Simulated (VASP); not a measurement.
# TiAl (P4/mmm) in VASP: a series of runs

The runs below take TiAl through single point, with LDA.

Program: VASP 6.6.1. These are calculated values, not measurements. Logs are shortened: lines on timing, memory, paths and dates and some standing lists are left out, and cuts for length are marked.

### 1 The cell of the first run

It takes space group P4/mmm (No. 123, tetragonal). The conventional cell has a = 3.107 Å, b = 3.107 Å, c = 2.780 Å, α = 90.00°, β = 90.00°, γ = 90.00°. Within 3.4 Å of Ti (site symmetry 4/mmm) lie 8 Al at 2.60 Å and 6 Ti at 2.78 to 3.11 Å. Within 3.4 Å of Al (site symmetry 4/mmm) lie 8 Ti at 2.60 Å and 6 Al at 2.78 to 3.11 Å.

### 2 Single point, LDA (13.42 Å³/atom)

INCAR reads:

```
ALGO     = Fast           # electronic algorithm
EDIFF    = 1E-6           # SCF threshold, eV
ENCUT    = 520            # plane-wave cutoff, eV
ISIF     = 2              # what is computed and relaxed
ISMEAR   = 0              # smearing method
LASPH    = True           # aspherical terms in the spheres
LCHARG   = False          # write CHGCAR
LREAL    = False          # projectors in reciprocal space
LWAVE    = False          # write WAVECAR
NBANDS   = 14             # bands
NELM     = 60             # most SCF steps
PREC     = Accurate       # precision mode
SIGMA    = 0.15           # smearing width, eV
```

KPOINTS reads:

```
k-points
0
Gamma
  16 16 16
```

POSCAR reads:

```
TiAl
1.0
    3.1068851739      0.0000000000      0.0000000000
    0.0000000000      3.1068851739      0.0000000000
    0.0000000000      0.0000000000      2.7797301651
Ti Al
1 1
Direct
    0.0000000000      0.0000000000      0.0000000000
    0.5000000000      0.5000000000      0.5000000000
```

Potentials or basis: VASP PAW LDA potentials, release 64 (Ti_sv, Al).

Command:

```sh
> cat potpaw_LDA.64/Ti_sv/POTCAR potpaw_LDA.64/Al/POTCAR > POTCAR
> mpirun -np 1 vasp_std > vasp.out
```

OUTCAR:

```text
EDIFF = 1E-6
   ENCUT = 520
   ISIF = 2
   ISMEAR = 0
   LASPH = True
   LREAL = False
   NELM = 60
   PREC = Accurate

 ion  position               nearest neighbor table
   1  0.000  0.000  0.000-   2 2.60   2 2.60   2 2.60   2 2.60   2 2.60   2 2.60   2 2.60   2 2.60

   2  0.500  0.500  0.500-   1 2.60   1 2.60   1 2.60   1 2.60   1 2.60   1 2.60   1 2.60   1 2.60

  LATTYP: Found a simple tetragonal cell.
 ALAT       =     3.1068851739
 C/A-ratio  =     0.8947000000

  Lattice vectors:

 A1 = (   3.1068851739,   0.0000000000,   0.0000000000)
 A2 = (   0.0000000000,   3.1068851739,   0.0000000000)
 A3 = (   0.0000000000,   0.0000000000,   2.7797301651)

Analysis of symmetry for initial positions (statically):
=====================================================================
 Subroutine PRICEL returns:
 Original cell was already a primitive cell.

 Routine SETGRP: Setting up the symmetry group for a
 simple tetragonal supercell.

 Subroutine GETGRP returns: Found 16 space group operations
 (whereof 16 operations were pure point group operations)
 out of a pool of 16 trial point group operations.

The static configuration has the point symmetry D_4h.

Analysis of symmetry for dynamics (positions and initial velocities):
=====================================================================
 Subroutine PRICEL returns:
 Original cell was already a primitive cell.

 Routine SETGRP: Setting up the symmetry group for a
 simple tetragonal supercell.

 Subroutine GETGRP returns: Found 16 space group operations
 (whereof 16 operations were pure point group operations)
 out of a pool of 16 trial point group operations.

The dynamic configuration has the point symmetry D_4h.

 Subroutine INISYM returns: Found 16 space group operations
 (whereof 16 operations are pure point group operations),
 and found     1 'primitive' translations

----------------------------------------------------------------------------------------

                                     Primitive cell

  volume of cell :      26.8320

  direct lattice vectors                    reciprocal lattice vectors
     3.106885174  0.000000000  0.000000000     0.321865774  0.000000000  0.000000000
     0.000000000  3.106885174  0.000000000     0.000000000  0.321865774  0.000000000
     0.000000000  0.000000000  2.779730165     0.000000000  0.000000000  0.359747148

  length of vectors
[... 87 lines left out ...]
   NFREE  =      0    steps in history (QN), initial steepest desc. (CG)
   ISIF   =      2    stress and relaxation
   ISYM   =      2    0-nonsym 1-usesym 2-fastsym
   POTIM  = 0.5000    time-step for ionic-motion
   TEBEG  =    0.0;   TEEND  =   0.0 temperature during run
   PSTRESS=    0.0 pullay stress
   NELECT =      15.0000    total number of electrons
   NUPDOWN=      -1.0000    fix difference up-down
   EMIN   =  10.00;   EMAX   =-10.00  energy-range for DOS
   EFERMI =   0.00;   METHOD = LEGACY
   ISMEAR =     0;   SIGMA  =   0.15  broadening in eV -4-tet -1-fermi 0-gaus
   EFERMI_NEDOS =   21; number of points for ismear=-14 and -15
   IALGO  =     68    algorithm
   IMIX   =      4    mixing-type and parameters
     AMIX     =   0.40;   BMIX     =  1.00
     AMIX_MAG =   1.60;   BMIX_MAG =  1.00
  volume/ion in A,a.u.               =      13.42        90.54
  Fermi-wavevector in a.u.,A,eV,Ry     =   1.348614  2.548510 24.745717  1.818759
  Thomas-Fermi vector in A             =   2.476268
   LORBIT       =      0    0 simple, 1 ext, 2 COOP (PROOUT), +10 PAW based schemes
   GGA     = CA    functional components
   LHFCALC =     F    Hartree Fock is set to
   AEXX    =    0.0000 exact exchange contribution
   IVDW    =     0    specifies the selected vdW correction
   LEPSILON=     F    determine dielectric tensor
   LRPA    =     F    only Hartree local field effects (RPA)
 non-spin polarized calculation
 RMM-DIIS sequential band-by-band and
 Gauss-broadening in eV      SIGMA  =   0.15
  energy-cutoff  :      520.00
  volume of cell :       26.83
 maximum number of plane-waves:       738
 NGX is ok and might be reduce to    24
   NGX = 11   NGY = 11   NGZ = 11

 number of electron      15.0000002 magnetization

 Free energy of the ion-electron system (eV)
  ---------------------------------------------------
  ext. energy  EPLUGINS =         0.00000000
  ---------------------------------------------------
  free energy    TOTEN  =       -13.10264908 eV

  energy without entropy =      -13.07676565  energy(sigma->0) =      -13.08970736

 E-fermi :  10.4891     XC(G=0): -12.1195

 val. band max:       10.4865341879   @ k =   0.3750   0.1875   0.3125
 cond. band min:      10.4892923348   @ k =   0.3750   0.0000   0.3750
 fundamental gap:      0.0027581469
 Fermi energy:        10.4891074568

 k-point     1 :       0.0000    0.0000    0.0000
  band No.  band energies     occupation
      1     -45.2651      2.00000
      2     -21.8879      2.00000
      3     -21.8879      2.00000
      4     -21.6344      2.00000
      5       0.5724      2.00000
      6       8.4778      2.00000
      7       8.8065      2.00000
      8      12.2906      0.00000
      9      13.0759      0.00000
     10      13.0759      0.00000
     11      14.8484      0.00000
     12      14.8484      0.00000
     13      18.4194      0.00000
     14      20.0657      0.00000
[... 377 lines left out ...]
      1     -45.2384      2.00000
      2     -22.1355      2.00000
      3     -21.9004      2.00000
      4     -21.6135      2.00000
      5       4.0797      2.00000
      6       5.1420      2.00000
      7       9.7021      2.00000
      8       9.8299      2.00000
      9      11.7897      0.00000
     10      13.0675      0.00000
     11      13.8634      0.00000
     12      17.2062      0.00000
     13      18.9799      0.00000
     14      21.2792      0.00000

 [... further k-points ...]
[... 5 lines left out ...]
  --------------------------------------------------------------------------------------
  -------------------------------------------------------------------------------------
  Total        3.6018391      3.6018391      3.5736946      0.0000000      0.0000000      0.0000000
  in kB      215.0709976    215.0709976    213.3904463      0.0000000      0.0000000      0.0000000
  external PRESSURE =     214.5108138 kB  Pullay stress =       0.0000000 kB

 VOLUME and BASIS-vectors are now :
 -----------------------------------------------------------------------------
  energy-cutoff  :      520.00
  volume of cell :       26.83
      direct lattice vectors                 reciprocal lattice vectors
     3.106885174  0.000000000  0.000000000     0.321865774  0.000000000  0.000000000
     0.000000000  3.106885174  0.000000000     0.000000000  0.321865774  0.000000000
     0.000000000  0.000000000  2.779730165     0.000000000  0.000000000  0.359747148

 POSITION                                       TOTAL-FORCE (eV/Angst)
 -----------------------------------------------------------------------------------
      0.00000      0.00000      0.00000         0.000000      0.000000      0.000000
      1.55344      1.55344      1.38987         0.000000      0.000000      0.000000
 -----------------------------------------------------------------------------------
    total drift:                               -0.000000      0.000000      0.000000

  FREE ENERGIE OF THE ION-ELECTRON SYSTEM (eV)
  ---------------------------------------------------
  free  energy   TOTEN  =       -13.1026490793 eV

  energy  without entropy=      -13.0767656483  energy(sigma->0) =      -13.08970736
```

stdout:

```text
POSCAR found type information on POSCAR TiAl
 POSCAR found :  2 types and       2 ions
 scaLAPACK will be used
 LDA part: xc-table for (Slater(with rela. corr.)+CA(PZ))
 , standard interpolation
 POSCAR, INCAR and KPOINTS ok, starting setup
 FFT: planning ... GRIDC
 FFT: planning ... GRID_SOFT
 FFT: planning ... GRID
 WAVECAR not read
 entering main loop
WARNING in EDDRMM: call to ZHEGV failed, returncode =   8  4      9
WARNING in EDDRMM: call to ZHEGV failed, returncode =   8  4      5
WARNING in EDDRMM: call to ZHEGV failed, returncode =   6  3     14
WARNING in EDDRMM: call to ZHEGV failed, returncode =   6  3      8
```

Wall time 2.2 min (1 thread of Intel Xeon Platinum 8259CL at 2.50GHz (Skylake/Cascade Lake), shared host); peak memory 0.26 GiB.

Results:

| Property | Result |
| --- | --- |
| Free energy | -13.1026 eV |
| Pressure | 21.5 GPa |
| Band gap on the k mesh | zero (an odd number of electrons rules out a gap without spin polarisation) |

Levels at points of the mesh, in eV from the Fermi level:
```csv
k point,band 4,band 5,band 6,band 7,band 8,band 9,band 10,band 11
"(0.00, 0.00, 0.00)",-32.12,-9.92,-2.01,-1.68,1.80,2.59,2.59,4.36
"(0.50, 0.00, 0.00)",-32.11,-6.48,-5.64,-0.84,-0.31,1.25,2.78,3.38
"(0.50, 0.50, 0.00)",-32.09,-5.94,-2.33,-2.33,-1.74,1.60,1.60,3.14
"(0.00, 0.00, 0.50)",-32.31,-5.38,-5.21,-0.43,-0.24,-0.24,2.29,4.90
"(0.50, 0.00, 0.50)",-32.29,-5.19,-2.08,-1.48,-1.26,0.31,0.68,3.57
"(0.50, 0.50, 0.50)",-32.50,-3.58,-3.58,-3.53,1.87,3.32,3.46,3.46
```

Caveat: the cell stands under pressure.

### 3 Single point, LDA (13.87 Å³/atom)

This run uses another cell than the first one, of 13.87 Å³/atom.

INCAR reads:

```
SYSTEM = TiAl
PREC = Accurate ; ENCUT = 520
EDIFF = 1E-6 ; ISMEAR = 0
SIGMA = 0.15 ; LREAL = .FALSE.
LASPH = .TRUE. ; NELM = 80
ALGO = Fast ; ISIF = 2
LWAVE = .FALSE. ; LCHARG = .TRUE.
GGA = CA ; LELF = .TRUE.
LVHAR = .TRUE. ; NBANDS = 14
```

KPOINTS reads:

```
regular mesh
0
G
  16 16 16
  0 0 0
```

POSCAR reads:

```
TiAl
1.0
    2.8635842596      0.0000000000      0.0000000000
    0.0000000000      2.8635842596      0.0000000000
    0.0000000000      0.0000000000      3.3836111611
Ti Al
1 1
Direct
    0.0000000000      0.0000000000      0.0000000000
    0.5000000000      0.5000000000      0.5000000000
```

Potentials or basis: VASP PAW LDA potentials, release 64 (Ti_sv, Al).

Command:

```sh
> cat potpaw_LDA.64/Ti_sv/POTCAR potpaw_LDA.64/Al/POTCAR > POTCAR
> mpirun -np 1 vasp_std > vasp.out
```

OUTCAR:

```text
SYSTEM = TiAl
   PREC = Accurate
   ENCUT = 520
   EDIFF = 1E-6
   ISMEAR = 0
   LREAL = .FALSE.
   LASPH = .TRUE.
   NELM = 80
   ISIF = 2
   GGA = CA

 ion  position               nearest neighbor table
   1  0.000  0.000  0.000-   2 2.64   2 2.64   2 2.64   2 2.64   2 2.64   2 2.64   2 2.64   2 2.64

   2  0.500  0.500  0.500-   1 2.64   1 2.64   1 2.64   1 2.64   1 2.64   1 2.64   1 2.64   1 2.64

  LATTYP: Found a simple tetragonal cell.
 ALAT       =     2.8635842596
 C/A-ratio  =     1.1816000000

  Lattice vectors:

 A1 = (   2.8635842596,   0.0000000000,   0.0000000000)
 A2 = (   0.0000000000,   2.8635842596,   0.0000000000)
 A3 = (   0.0000000000,   0.0000000000,   3.3836111611)

Analysis of symmetry for initial positions (statically):
=====================================================================
 Subroutine PRICEL returns:
 Original cell was already a primitive cell.

 Routine SETGRP: Setting up the symmetry group for a
 simple tetragonal supercell.

 Subroutine GETGRP returns: Found 16 space group operations
 (whereof 16 operations were pure point group operations)
 out of a pool of 16 trial point group operations.

The static configuration has the point symmetry D_4h.

[... 170 lines left out ...]
  band No.  band energies     occupation
      1     -45.7496      2.00000
      2     -22.4742      2.00000
      3     -22.1834      2.00000
      4     -22.1834      2.00000
      5       0.2873      2.00000
      6       8.0358      2.00000
      7       8.5984      2.00000
      8      12.1072      0.00000
      9      12.1072      0.00000
     10      12.4219      0.00000
     11      12.9356      0.00000
     12      17.0814      0.00000
     13      17.0814      0.00000
     14      19.6764      0.00000
[... 377 lines left out ...]
      1     -45.6858      2.00000
      2     -22.6461      2.00000
      3     -22.4132      2.00000
      4     -22.2071      2.00000
      5       4.7350      2.00000
      6       5.0292      2.00000
      7       9.0806      2.00000
      8       9.7471      1.95515
      9      10.5726      0.00000
     10      11.9459      0.00000
     11      14.4675      0.00000
     12      17.0967      0.00000
     13      18.7267      0.00000
     14      20.0442      0.00000

 [... further k-points ...]
[... 5 lines left out ...]
  --------------------------------------------------------------------------------------
  -------------------------------------------------------------------------------------
  Total        1.9276101      1.9276101      3.8139113      0.0000000      0.0000000      0.0000000
  in kB      111.3087725    111.3087725    220.2321854      0.0000000      0.0000000      0.0000000
  external PRESSURE =     147.6165768 kB  Pullay stress =       0.0000000 kB

 VOLUME and BASIS-vectors are now :
 -----------------------------------------------------------------------------
  energy-cutoff  :      520.00
  volume of cell :       27.75
      direct lattice vectors                 reciprocal lattice vectors
     2.863584260  0.000000000  0.000000000     0.349212703  0.000000000  0.000000000
     0.000000000  2.863584260  0.000000000     0.000000000  0.349212703  0.000000000
     0.000000000  0.000000000  3.383611161     0.000000000  0.000000000  0.295542234

 POSITION                                       TOTAL-FORCE (eV/Angst)
 -----------------------------------------------------------------------------------
      0.00000      0.00000      0.00000         0.000000      0.000000      0.000000
      1.43179      1.43179      1.69181         0.000000      0.000000      0.000000
 -----------------------------------------------------------------------------------
    total drift:                                0.000000      0.000000      0.000000

  FREE ENERGIE OF THE ION-ELECTRON SYSTEM (eV)
  ---------------------------------------------------
  free  energy   TOTEN  =       -13.3226813170 eV

  energy  without entropy=      -13.3003263239  energy(sigma->0) =      -13.31150382
```

OSZICAR:

```text
N       E                     dE             d eps       ncg     rms          rms(c)
DAV:   1     0.100828191188E+03    0.10083E+03   -0.72171E+03 11364   0.112E+03
DAV:   2    -0.932901788197E+01   -0.11016E+03   -0.10581E+03 11652   0.304E+02
DAV:   3    -0.145811416450E+02   -0.52521E+01   -0.51241E+01 17050   0.643E+01
[... 14 lines left out ...]
RMM:  18    -0.133226753839E+02   -0.47002E-05   -0.44541E-05 13591   0.259E-02    0.531E-03
RMM:  19    -0.133226778283E+02   -0.24443E-05   -0.22614E-05 12367   0.187E-02    0.716E-03
RMM:  20    -0.133226795859E+02   -0.17576E-05   -0.17487E-05 12609   0.186E-02    0.259E-03
RMM:  21    -0.133226806016E+02   -0.10157E-05   -0.99198E-06 12390   0.177E-02    0.483E-03
RMM:  22    -0.133226813170E+02   -0.71544E-06   -0.72175E-06  9988   0.104E-02
   1 F= -.13322681E+02 E0= -.13311504E+02  d E =-.223550E-01
```

stdout:

```text
POSCAR found type information on POSCAR TiAl
 POSCAR found :  2 types and       2 ions
 scaLAPACK will be used
 LDA part: xc-table for (Slater(with rela. corr.)+CA(PZ))
 , standard interpolation
 POSCAR, INCAR and KPOINTS ok, starting setup
 FFT: planning ... GRIDC
 FFT: planning ... GRID_SOFT
 FFT: planning ... GRID
 WAVECAR not read
 entering main loop
WARNING in EDDRMM: call to ZHEGV failed, returncode =   6  3      6
WARNING in EDDRMM: call to ZHEGV failed, returncode =   8  4     12
WARNING in EDDRMM: call to ZHEGV failed, returncode =   6  3     12
WARNING in EDDRMM: call to ZHEGV failed, returncode =   8  4     14
WARNING in EDDRMM: call to ZHEGV failed, returncode =   8  4     13
```

Wall time 3.1 min (1 thread of Intel Xeon Platinum 8259CL at 2.50GHz (Skylake/Cascade Lake), shared host); peak memory 0.26 GiB.

Results:

```
Free energy            : -13.3227 eV
Pressure               : 14.8 GPa
Band gap on the k mesh : zero (an odd number of electrons rules out a gap without spin polarisation)
```

Caveat: the cell stands under pressure.

### 4 Single point, LDA (13.87 Å³/atom)

This run uses another cell than the first one, of 13.87 Å³/atom.

INCAR reads:

```
SYSTEM = TiAl
  ALGO = Fast
  EDIFF = 1E-6
  ENCUT = 520
  GGA = CA
  ISIF = 2
  ISMEAR = 0
  LASPH = .TRUE.
  LCHARG = .FALSE.
  LREAL = .FALSE.
  LWAVE = .FALSE.
  NBANDS = 14
  NELM = 60
  PREC = Accurate
  SIGMA = 0.15
```

KPOINTS reads:

```
k-points
0
G
  16 16 16
  0 0 0
```

POSCAR reads:

```
TiAl
1.0
    2.7592988167      0.0000000000      0.0000000000
    0.0000000000      2.7592988167      0.0000000000
    0.0000000000      0.0000000000      3.6442059472
Ti Al
1 1
Direct
    0.0000000000      0.0000000000      0.0000000000
    0.5000000000      0.5000000000      0.5000000000
```

Command:

```sh
> cat potpaw_LDA.64/Ti_sv/POTCAR potpaw_LDA.64/Al/POTCAR > POTCAR
> mpirun -np 1 vasp_std > vasp.out
```

It took 3.3 min on 1 thread of Intel Xeon Platinum 8259CL at 2.50GHz (Skylake/Cascade Lake), shared host; peak memory 0.26 GiB.

The run converged. Its results:

- Free energy: -13.4378 eV
- Pressure: 14.9 GPa
- Band gap on the k mesh: zero (an odd number of electrons rules out a gap without spin polarisation)

Stress tensor (GPa, compression positive):
```
12.92  0.00  0.00
 0.00 12.92  0.00
 0.00  0.00 18.96
```

Levels at points of the mesh, in eV from the Fermi level:
| k point | band 5 | band 6 | band 7 | band 8 | band 9 | band 10 | band 11 | band 12 |
| --- | --- | --- | --- | --- | --- | --- | --- | --- |
| (0.00, 0.00, 0.00) | -9.65 | -2.06 | -1.15 | 0.97 | 2.33 | 2.33 | 3.53 | 8.46 |
| (0.50, 0.00, 0.00) | -5.07 | -4.86 | -1.64 | -0.35 | 1.63 | 2.77 | 5.07 | 6.25 |
| (0.50, 0.50, 0.00) | -4.00 | -0.90 | -0.68 | -0.68 | -0.25 | -0.25 | 4.72 | 6.42 |
| (0.00, 0.00, 0.50) | -7.55 | -5.48 | -0.80 | 1.37 | 1.67 | 1.67 | 3.57 | 7.80 |
| (0.50, 0.00, 0.50) | -5.43 | -2.89 | -1.32 | -1.12 | 1.73 | 2.08 | 2.28 | 5.30 |
| (0.50, 0.50, 0.50) | -3.14 | -2.93 | -2.93 | 2.28 | 2.72 | 2.92 | 4.59 | 4.59 |

Caveat: the cell stands under pressure.

### 5 The runs side by side

| cell | gap on the mesh (eV) | pressure (GPa) |
| --- | --- | --- |
| a = 3.107, b = 3.107, c = 2.780 Å, 2 atoms | none | 21.5 |
| a = 2.864, b = 2.864, c = 3.384 Å, 2 atoms | none | 14.8 |
| a = 2.759, b = 2.759, c = 3.644 Å, 2 atoms | none | 14.9 |

Alike in all rows: task single point; level LDA; potentials or basis VASP PAW LDA potentials, release 64 (Ti_sv, Al); no spin polarisation; k mesh 16 × 16 × 16; cutoff (eV) 520; smearing gaussian 0.15 eV.

Caveats: the cell stands under pressure.

Absolute energies hang on the potentials; compare differences alone.
